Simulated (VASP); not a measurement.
A run of VASP 6.6.1 is set up as follows.

INCAR

```
SYSTEM = MgO
PREC = Accurate ; ENCUT = 600
EDIFF = 1E-6 ; ISMEAR = 0
SIGMA = 0.01 ; LREAL = .FALSE.
LASPH = .TRUE. ; NELM = 120
ALGO = Normal ; ISIF = 2
LWAVE = .FALSE. ; LCHARG = .FALSE.
GGA = CA ; NBANDS = 11
GGA_COMPAT = .FALSE.
```

File KPOINTS:

```
regular mesh
0
G
  10 10 10
  0 0 0
```

POSCAR

```
MgO
1.0
    2.0795922154      2.0795922154      0.0000000000
   -2.0795922154      2.0795922154      0.0000000000
    0.0000000000      2.0795922154      2.0795922154
Mg O
1 1
Direct
    0.0000000000      0.0000000000      0.0000000000
    0.5000000000      0.5000000000      0.0000000000
```

Potentials or basis: VASP PAW LDA potentials, release 64 (Mg, O).

The run is started by

```console
$ cat potpaw_LDA.64/Mg/POTCAR potpaw_LDA.64/O/POTCAR > POTCAR
$ mpirun -np 1 vasp_std > vasp.out
```

Q: Predict the pressure.

A: -2.0 GPa.

Q: Estimate the band gap on the k mesh.

A: 5.04 eV, direct.

**What was measured.**

From “Electronic structure of alkaline earth and post-transition metal oxides”, 2009, arxiv:0908.1581, for a bulk crystal of MgO: band gap 7.83 eV.

Measured gap of MgO: 7.83 eV (quoted in “Electronic structure of alkaline earth and post-transition metal oxides”, 2009, arxiv:0908.1581). This calculation gives 5.04 eV (-2.79 eV). The value is that of LDA, without temperature or zero-point motion. Semilocal functionals fall short of measured gaps as a rule.
